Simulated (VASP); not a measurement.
Hf, 2 atoms in the cell. The structure is hexagonal, space group P6_3/mmc (No. 194). The conventional cell has a = 3.116 Å, b = 3.116 Å, c = 4.939 Å, α = 90.00°, β = 90.00°, γ = 120.00°. Within 4.0 Å of Hf (site symmetry -6m2) lie 12 Hf at 3.06 to 3.12 Å. 

| Property | Result |
| --- | --- |
| Program | VASP 6.6.1 |
| Task | relaxation of cell and atoms |
| Functional | PBE |
| Potentials or basis | VASP PAW PBE potentials, release 64 (Hf_pv) |
| Cutoff | 600 eV |
| k mesh | 16 × 16 × 10 |
| Occupations | gaussian, width 0.1 eV |
| Spin | no spin polarisation |
| Target pressure | 20 GPa |
| Dipole correction | no |
| Further INCAR settings | ALGO = Fast; EDIFF = 1e-07; IBRION = 2; EDIFFG = -0.002; NSW = 80; ISIF = 3 |

Potentials or basis: VASP PAW PBE potentials, release 64 (Hf_pv).

Command:

```sh
$ cat potpaw_PBE.64/Hf_pv/POTCAR > POTCAR
$ mpirun -np 1 vasp_std > vasp.out
```

Hardware: 1 thread of Intel Xeon 6975P-C (shared host).

Task: How long does it take, and how much memory?

Result: Run time: 12 min on 1 thread of Intel Xeon 6975P-C, with other jobs on the host, peak memory 0.28 GiB. Counts: scf iterations 108, k points 180, ion steps 14.
